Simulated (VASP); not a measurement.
# Ge (P6_3/mmc) in VASP: settings compared

Aim: see how the results for Ge move with the level of theory and the settings. Levels: PBEsol+D3(BJ), LDA. Tasks: relaxation of cell and atoms.

Everything below comes from runs of VASP 6.6.1. Logs are shortened: lines on timing, memory, paths and dates and some standing lists are left out, and cuts for length are marked.

## Step 1: The cell of the first run

Symmetry: P6_3/mmc, No. 194, hexagonal system. The conventional cell has a = 3.998 Å, b = 3.998 Å, c = 6.599 Å, α = 90.00°, β = 90.00°, γ = 120.00°. Within 3.2 Å of Ge (site symmetry 3m) lie 4 Ge at 2.45 to 2.47 Å.

This isn't the form of Ge at room conditions, which is diamond.

## Step 2: Relaxation of cell and atoms, PBEsol+D3(BJ)

INCAR

```
SYSTEM = Ge
PREC = Accurate
ENCUT = 500
EDIFF = 1E-7
ISMEAR = 0
SIGMA = 0.15
LREAL = .FALSE.
LASPH = .TRUE.
NELM = 120
ALGO = Normal
ISIF = 3
LWAVE = .FALSE.
LCHARG = .FALSE.
GGA = PS
IVDW = 12
IBRION = 2
NSW = 60
EDIFFG = -0.01
GGA_COMPAT = .FALSE.
NELMIN = 4
```

KPOINTS

```
Automatic mesh
0
G
  7 7 4
  0 0 0
```

POSCAR

```
Ge
1.0
    3.9975858400      0.0000000000      0.0000000000
   -1.9987929200      3.4620108900      0.0000000000
    0.0000000000      0.0000000000      6.5993779500
Ge
4
Direct
    0.6666666667      0.3333333333      0.0629012500
    0.3333333333      0.6666666667      0.5629012500
    0.6666666667      0.3333333333      0.4370987500
    0.3333333333      0.6666666667      0.9370987500
```

Potentials or basis: VASP PAW PBE potentials, release 64 (Ge_d).

On the command line:

```
$ cat potpaw_PBE.64/Ge_d/POTCAR > POTCAR
$ mpirun -np 1 vasp_std > vasp.out
```

OUTCAR:

```text
SYSTEM = Ge
   PREC = Accurate
   ENCUT = 500
   EDIFF = 1E-7
   ISMEAR = 0
   LREAL = .FALSE.
   LASPH = .TRUE.
   NELM = 120
   ISIF = 3
   GGA = PS
   IVDW = 12
   IBRION = 2
   NSW = 60
   EDIFFG = -0.01
   NELMIN = 4
 IVDW          = 12

 ion  position               nearest neighbor table
   1  0.667  0.333  0.063-   4 2.45   4 2.45   4 2.45   3 2.47
   2  0.333  0.667  0.563-   3 2.45   3 2.45   3 2.45   4 2.47
   3  0.667  0.333  0.437-   2 2.45   2 2.45   2 2.45   1 2.47
   4  0.333  0.667  0.937-   1 2.45   1 2.45   1 2.45   2 2.47

  LATTYP: Found a hexagonal cell.
 ALAT       =     3.9975858400
 C/A-ratio  =     1.6508408360

  Lattice vectors:

 A1 = (   3.9975858400,   0.0000000000,   0.0000000000)
 A2 = (  -1.9987929200,   3.4620108900,   0.0000000000)
 A3 = (   0.0000000000,   0.0000000000,   6.5993779500)

Analysis of symmetry for initial positions (statically):
=====================================================================
 Subroutine PRICEL returns:
 Original cell was already a primitive cell.

 Routine SETGRP: Setting up the symmetry group for a
 hexagonal supercell.

 Subroutine GETGRP returns: Found 24 space group operations
 (whereof 12 operations were pure point group operations)
 out of a pool of 24 trial point group operations.

The static configuration has the point symmetry D_3d.
 The point group associated with its full space group is D_6h.

Analysis of symmetry for dynamics (positions and initial velocities):
=====================================================================
 Subroutine PRICEL returns:
 Original cell was already a primitive cell.

 Routine SETGRP: Setting up the symmetry group for a
 hexagonal supercell.

 Subroutine GETGRP returns: Found 24 space group operations
 (whereof 12 operations were pure point group operations)
 out of a pool of 24 trial point group operations.

The dynamic configuration has the point symmetry D_3d.
 The point group associated with its full space group is D_6h.

 Subroutine INISYM returns: Found 24 space group operations
 (whereof 12 operations are pure point group operations),
 and found     1 'primitive' translations

----------------------------------------------------------------------------------------

                                     Primitive cell

  volume of cell :      91.3333

  direct lattice vectors                    reciprocal lattice vectors
     3.997585840  0.000000000  0.000000000     0.250150976  0.144424733  0.000000000
    -1.998792920  3.462010890  0.000000000     0.000000000  0.288849467  0.000000000
     0.000000000  0.000000000  6.599377950     0.000000000  0.000000000  0.151529433

[... 66 lines left out ...]
  0.428571  0.142857  0.500000      6.000000
  0.285714  0.285714  0.500000      6.000000
   k-points           NKPTS =     24   k-points in BZ     NKDIM =     24   number of bands    NBANDS=     33
   number of dos      NEDOS =    301   number of ions     NIONS =      4
   total plane-waves  NPLWV =  43200
   dimension x,y,z NGX =    30 NGY =   30 NGZ =   48
   dimension x,y,z NGXF=    60 NGYF=   60 NGZF=   96
   ions per type =               4
   NGX,Y,Z   is equivalent  to a cutoff of  12.48, 12.48, 12.09 a.u.
   NGXF,Y,Z  is equivalent  to a cutoff of  24.95, 24.95, 24.18 a.u.
 SYSTEM =  Ge
   PREC   = accura    normal or accurate (medium, high low for compatibility)
   ISTART =      0    job   : 0-new  1-cont  2-samecut
   ICHARG =      2    charge: 1-file 2-atom 10-const
   ISPIN  =      1    spin polarized calculation?
   LNONCOLLINEAR =      F non collinear calculations
   LSORBIT =      F    spin-orbit coupling
   LASPH  =      T    aspherical Exc in radial PAW
   ENCUT  =  500.0 eV  36.75 Ry    6.06 a.u.   7.29  7.29 12.03*2*pi/ulx,y,z
   NELM   =    120;   NELMIN=  4; NELMDL= -5     # of ELM steps
   EDIFF  = 0.1E-06   stopping-criterion for ELM
   LREAL  =      F    real-space projection
   EDIFFG = -.1E-01   stopping-criterion for IOM
   NSW    =     60    number of steps for IOM
   IBRION =      2    ionic relax: 0-MD 1-quasi-New 2-CG
   NFREE  =      1    steps in history (QN), initial steepest desc. (CG)
   ISIF   =      3    stress and relaxation
   ISYM   =      2    0-nonsym 1-usesym 2-fastsym
   POTIM  = 0.5000    time-step for ionic-motion
   TEBEG  =    0.0;   TEEND  =   0.0 temperature during run
   PSTRESS=    0.0 pullay stress
   NELECT =      56.0000    total number of electrons
   NUPDOWN=      -1.0000    fix difference up-down
   EMIN   =  10.00;   EMAX   =-10.00  energy-range for DOS
   EFERMI =   0.00;   METHOD = LEGACY
   ISMEAR =     0;   SIGMA  =   0.15  broadening in eV -4-tet -1-fermi 0-gaus
   EFERMI_NEDOS =   21; number of points for ismear=-14 and -15
   IALGO  =     38    algorithm
   IMIX   =      4    mixing-type and parameters
     AMIX     =   0.40;   BMIX     =  1.00
     AMIX_MAG =   1.60;   BMIX_MAG =  1.00
  volume/ion in A,a.u.               =      22.83       154.09
  Fermi-wavevector in a.u.,A,eV,Ry     =   1.390789  2.628209 26.317650  1.934293
  Thomas-Fermi vector in A             =   2.514690
   LORBIT       =      0    0 simple, 1 ext, 2 COOP (PROOUT), +10 PAW based schemes
   GGA     = PS    functional components
   LHFCALC =     F    Hartree Fock is set to
   AEXX    =    0.0000 exact exchange contribution
   IVDW    =    12    specifies the selected vdW correction
   LEPSILON=     F    determine dielectric tensor
   LRPA    =     F    only Hartree local field effects (RPA)
 conjugate gradient relaxation of ions
 non-spin polarized calculation
 Gauss-broadening in eV      SIGMA  =   0.15
  energy-cutoff  :      500.00
  volume of cell :       91.33
 maximum number of plane-waves:      2364
 NGX is ok and might be reduce to    30
   NGX = 15   NGY = 15   NGZ = 25

--------------------------------------- Ionic step        1  -------------------------------------------

 number of electron      56.0000081 magnetization

 Free energy of the ion-electron system (eV)
  ---------------------------------------------------
  ext. energy  EPLUGINS =         0.00000000
  ---------------------------------------------------
  free energy    TOTEN  =       -19.66721773 eV

  energy without entropy =      -19.66511913  energy(sigma->0) =      -19.66616843

------------------------ aborting loop because EDIFF is reached ----------------------------------------

 Edisp (eV)   -1.08510

 E8    (eV) :    -0.7248
[... 201 lines left out ...]
--------------------------------------- Ionic step        6  -------------------------------------------

 number of electron      56.0000005 magnetization

 Free energy of the ion-electron system (eV)
  ---------------------------------------------------
  ext. energy  EPLUGINS =         0.00000000
  ---------------------------------------------------
  free energy    TOTEN  =       -19.65361455 eV

  energy without entropy =      -19.65181840  energy(sigma->0) =      -19.65271648

 E-fermi :   5.1657     XC(G=0): -10.2198

 val. band max:        5.0162816441   @ k =   0.0000   0.0000   0.0000
 cond. band min:       5.2237863806   @ k =   0.0000   0.0000   0.2500
 fundamental gap:      0.2075047365
 Fermi energy:         5.1657172476

 k-point     1 :       0.0000    0.0000    0.0000
  band No.  band energies     occupation
      1     -19.7713      2.00000
      2     -19.7713      2.00000
      3     -19.7329      2.00000
      4     -19.7296      2.00000
      5     -19.7296      2.00000
      6     -19.7174      2.00000
[... 888 lines left out ...]
  FREE ENERGIE OF THE ION-ELECTRON SYSTEM (eV)
  ---------------------------------------------------
  free  energy   TOTEN  =       -20.7694153274 eV

  energy  without entropy=      -20.7676191804  energy(sigma->0) =      -20.76851725

 reached required accuracy - stopping structural energy minimisation
```

OSZICAR:

```text
N       E                     dE             d eps       ncg     rms          rms(c)
DAV:   1     0.478510549943E+03    0.47851E+03   -0.28756E+04  1785   0.456E+03
DAV:   2     0.602675411140E+02   -0.41824E+03   -0.41227E+03  1584   0.813E+02
[... 48 lines left out ...]
   5 F= -.20769398E+02 E0= -.20768501E+02  d E =-.592717E-04
       N       E                     dE             d eps       ncg     rms          rms(c)
DAV:   1    -0.196536788698E+02   -0.90722E-04   -0.52905E-03  1838   0.529E-01    0.488E-02
DAV:   2    -0.196536397765E+02    0.39093E-04   -0.17925E-04  2131   0.236E-01    0.306E-02
DAV:   3    -0.196536128253E+02    0.26951E-04   -0.72454E-05  2312   0.119E-01    0.356E-03
DAV:   4    -0.196536145965E+02   -0.17711E-05   -0.23226E-05  1656   0.514E-02    0.285E-03
DAV:   5    -0.196536145486E+02    0.47894E-07   -0.73809E-07  1781   0.809E-03
   6 F= -.20769415E+02 E0= -.20768517E+02  d E =-.762572E-04
```

CONTCAR:

```text
Ge
   1.00000000000000
     3.9635129706255388   -0.0000000000000000    0.0000000000000000
    -1.9817564853127694    3.4325029195738348   -0.0000000000000000
     0.0000000000000000    0.0000000000000000    6.5215045794217597
  Ge
     4
Direct
     0.6666666667000030    0.3333333332999970    0.0626994407661541
     0.3333333332999970    0.6666666667000030    0.5626994407661541
     0.6666666667000030    0.3333333332999970    0.4373005592338459
     0.3333333332999970    0.6666666667000030    0.9373005592338459

  0.00000000E+00  0.00000000E+00  0.00000000E+00
  0.00000000E+00  0.00000000E+00  0.00000000E+00
  0.00000000E+00  0.00000000E+00  0.00000000E+00
  0.00000000E+00  0.00000000E+00  0.00000000E+00
```

It took 2.3 min on 1 thread of Intel Xeon 6975P-C (Granite Rapids), shared host; peak memory 0.23 GiB.

Results:

```yaml
Free_energy: -20.7694 eV
Relaxed_volume: 22.18 Å³/atom
Relaxed_cell: a = 3.964 Å, b = 3.964 Å, c = 6.522 Å, α = 90.00°, β = 90.00°, γ = 120.00°
Space_group_after_relaxing_to_0.1_Å: P6_3/mmc (No. 194)
Energy_gained_by_relaxing: 4.3 meV/atom
Ionic_steps: 6
Pressure_after_relaxing: 0.0 GPa
Band_gap_on_the_k_mesh: zero (bands 28 and 29 overlap by 0.01 eV)
Dispersion_energy_per_atom: -0.279 eV
```

Step by step:
```
step  energy change (eV)  largest force (eV/Å)  pressure (GPa)  volume (Å³)
   1              0.0000                0.0014           -1.95        91.33
   2             -0.0145                0.0228            0.82        87.70
   3             -0.0170                0.0173            0.02        88.67
   4             -0.0170                0.0170           -0.03        88.72
   5             -0.0171                0.0061           -0.03        88.72
   6             -0.0171                0.0010           -0.04        88.72
```

Final structure:
```yaml
crystal:
  lattice:
    - [3.96351, 0.00000, 0.00000]
    - [-1.98176, 3.43250, 0.00000]
    - [0.00000, 0.00000, 6.52150]
  atoms:
    - { symbol: Ge, position: [0.66667, 0.33333, 0.06270] }
    - { symbol: Ge, position: [0.33333, 0.66667, 0.56270] }
    - { symbol: Ge, position: [0.66667, 0.33333, 0.43730] }
    - { symbol: Ge, position: [0.33333, 0.66667, 0.93730] }
```

Levels at points of the mesh, in eV from the Fermi level:
| k point | band 25 | band 26 | band 27 | band 28 | band 29 | band 30 | band 31 | band 32 |
| --- | --- | --- | --- | --- | --- | --- | --- | --- |
| (0.00, 0.00, 0.00) | -1.60 | -0.20 | -0.15 | 0.07 | 0.07 | 0.19 | 2.18 | 2.18 |
| (0.00, 0.00, 0.50) | -0.95 | -0.95 | -0.95 | -0.95 | 0.66 | 0.66 | 3.31 | 3.31 |

Caveat: semilocal functionals underestimate gaps, so a narrow gap can read as zero; the PAW data sets were made with another functional, which shifts forces and pressure a little.

## Step 3: Relaxation of cell and atoms, LDA

INCAR

```
SYSTEM = Ge
ALGO     = Normal         ! electronic algorithm
EDIFF    = 1E-7           ! SCF threshold, eV
EDIFFG   = -0.01          ! ionic threshold
ENCUT    = 500            ! plane-wave cutoff, eV
GGA_COMPAT= .FALSE.      
IBRION   = 2              ! ionic algorithm
ISIF     = 3              ! what is computed and relaxed
ISMEAR   = 0              ! smearing method
LASPH    = .TRUE.         ! aspherical terms in the spheres
LCHARG   = .FALSE.        ! write CHGCAR
LREAL    = .FALSE.        ! projectors in reciprocal space
LWAVE    = .FALSE.        ! write WAVECAR
NELM     = 120            ! most SCF steps
NELMIN   = 4            
NSW      = 60             ! ionic steps
PREC     = Accurate       ! precision mode
SIGMA    = 0.15           ! smearing width, eV
```

KPOINTS

```
k-points
0
G
  7 7 4
  0 0 0
```

POSCAR is that of step 2.

Potentials or basis: VASP PAW LDA potentials, release 64 (Ge_d).

On the command line:

```
$ cat potpaw_LDA.64/Ge_d/POTCAR > POTCAR
$ mpirun -np 1 vasp_std > vasp.out
```

It took 2 min on 1 thread of Intel Xeon 6975P-C (Granite Rapids), shared host; peak memory 0.19 GiB.

Results (log left out):

```yaml
Free_energy: -20.7023 eV
Relaxed_volume: 22.22 Å³/atom
Relaxed_cell: a = 3.967 Å, b = 3.967 Å, c = 6.523 Å, α = 90.00°, β = 90.00°, γ = 120.00°
Space_group_after_relaxing_to_0.1_Å: P6_3/mmc (No. 194)
Energy_gained_by_relaxing: 3.8 meV/atom
Ionic_steps: 6
Pressure_after_relaxing: 0.0 GPa
Band_gap_on_the_k_mesh: zero (bands 28 and 29 overlap by 0.04 eV)
```

Step by step:
```csv
step,energy change (eV),largest force (eV/Å),pressure (GPa),volume (Å³)
1,0.0000,0.0056,-1.87,91.33
2,-0.0126,0.0184,0.78,87.85
3,-0.0150,0.0139,0.01,88.83
4,-0.0150,0.0138,-0.08,88.88
5,-0.0150,0.0080,-0.04,88.87
6,-0.0151,0.0003,-0.04,88.87
```

Final structure:
```xyz
4
Lattice="3.9665 0.0000 0.0000 -1.9833 3.4351 0.0000 0.0000 0.0000 6.5225" Properties=species:S:1:pos:R:3 pbc="T T T"
Ge    1.9833    1.1450    0.4086
Ge    0.0000    2.2901    3.6699
Ge    1.9833    1.1450    2.8526
Ge    0.0000    2.2901    6.1139
```

Levels at points of the mesh, in eV from the Fermi level:
| k point | band 26 | band 27 | band 28 | band 29 | band 30 | band 31 |
| --- | --- | --- | --- | --- | --- | --- |
| (0.00, 0.00, 0.00) | -0.16 | -0.15 | 0.09 | 0.11 | 0.11 | 2.22 |
| (0.00, 0.00, 0.50) | -0.90 | -0.90 | -0.90 | 0.64 | 0.64 | 3.35 |

Caveat: semilocal functionals underestimate gaps, so a narrow gap can read as zero.
